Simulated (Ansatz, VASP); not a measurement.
# MoH4: VASP beside Ansatz

File INCAR:

```
SYSTEM = MoH4
  PREC = Accurate
  ENCUT = 600
  EDIFF = 1E-7
  ISMEAR = 0
  SIGMA = 0.2
  LREAL = .False.
  LASPH = .True.
  NELM = 60
  ALGO = Normal
  ISIF = 3
  LWAVE = .False.
  LCHARG = .False.
  GGA = PE
  IBRION = 2
  NSW = 80
  EDIFFG = -0.025
```

The input KPOINTS:

```
regular mesh
0
Gamma
  8 8 2
  0 0 0
```

Contents of POSCAR:

```
MoH4
1.0
    2.7452332618      0.0105821834      0.0290624399
    0.0105821834      2.7061943150     -0.0132061240
    0.1236170584     -0.0561722349     11.8548635290
H Mo
8 2
Direct
    0.5117235157      0.0005370311      0.1148186272
    0.4814233649      0.0044907267      0.6048547027
   -0.0126943334      0.4769356181      0.3826863827
    0.0115400955      0.4929058977      0.9066633284
    0.5005852516      0.0350173078      0.3930661768
    0.5130172519     -0.0011213135      0.8966280429
   -0.0057686354      0.4921338308      0.1040393436
    0.0116804814      0.5140800766      0.6033651002
   -0.0069143406     -0.0111365648     -0.0049086967
   -0.0045926516     -0.0038426105      0.4987869921
```

Input for Ansatz:

```yaml
crystal:
  lattice:
    - [2.7452332618, 0.0105821834, 0.0290624399]
    - [0.0105821834, 2.706194315, -0.013206124]
    - [0.1236170584, -0.0561722349, 11.854863529]
  atoms:
    - { symbol: H, position: [0.5117235157, 0.0005370311, 0.1148186272] }
    - { symbol: H, position: [0.4814233649, 0.0044907267, 0.6048547027] }
    - { symbol: H, position: [-0.0126943334, 0.4769356181, 0.3826863827] }
    - { symbol: H, position: [0.0115400955, 0.4929058977, 0.9066633284] }
    - { symbol: H, position: [0.5005852516, 0.0350173078, 0.3930661768] }
    - { symbol: H, position: [0.5130172519, -0.0011213135, 0.8966280429] }
    - { symbol: H, position: [-0.0057686354, 0.4921338308, 0.1040393436] }
    - { symbol: H, position: [0.0116804814, 0.5140800766, 0.6033651002] }
    - { symbol: Mo, position: [-0.0069143406, -0.0111365648, -0.0049086967] }
    - { symbol: Mo, position: [-0.0045926516, -0.0038426105, 0.4987869921] }
basis:
  ecutwfc: 420
kpoints:
  mp_grid: { grid: [8, 8, 2] }
hamiltonian:
  xc: pbe
scf:
  occupations: { method: gaussian, width: 0.2 }
  lower_state_search: "off"
output:
  forces: true
  stress: true
  eigenvalues: true
relax:
  adjacent_minimum: "off"
  f_tol: 0.025
  max_steps: 60
  cell: { stress_tol: 0.25 }
```

Change from the starting cell: cell x2, atoms moved at random (sigma 0.05 Å) and cell strained at random (1.5 %), then relaxed without symmetry.

Alike in both runs: task relaxation of cell and atoms; functional PBE; k mesh 8 × 8 × 2; occupations gaussian, width 0.2 eV; no spin polarisation.

|  | VASP | Ansatz |
| --- | --- | --- |
| version | VASP 6.6.1 | Ansatz 0.2.0 |
| potentials or method | VASP PAW PBE potentials, release 64 (H, Mo_sv), cutoff 600 eV | scalar-relativistic, plane waves, PAW |
| valence electrons in the cell | 36 | 36 |

Ansatz gave:

- gap on the k mesh at the Fermi level, each at its own relaxed structure (eV): none
- relaxed volume (Å³/atom): 9.13
- relaxed length of the cell vector where the two differ most in proportion (Å): 2.785

Estimate VASP's values.

gap on the k mesh at the Fermi level, each at its own relaxed structure (eV): none; relaxed volume (Å³/atom): 9.15; relaxed length of the cell vector where the two differ most in proportion (Å): 2.797.

A gap of «none» marks a metal or a gap that the smearing closes.
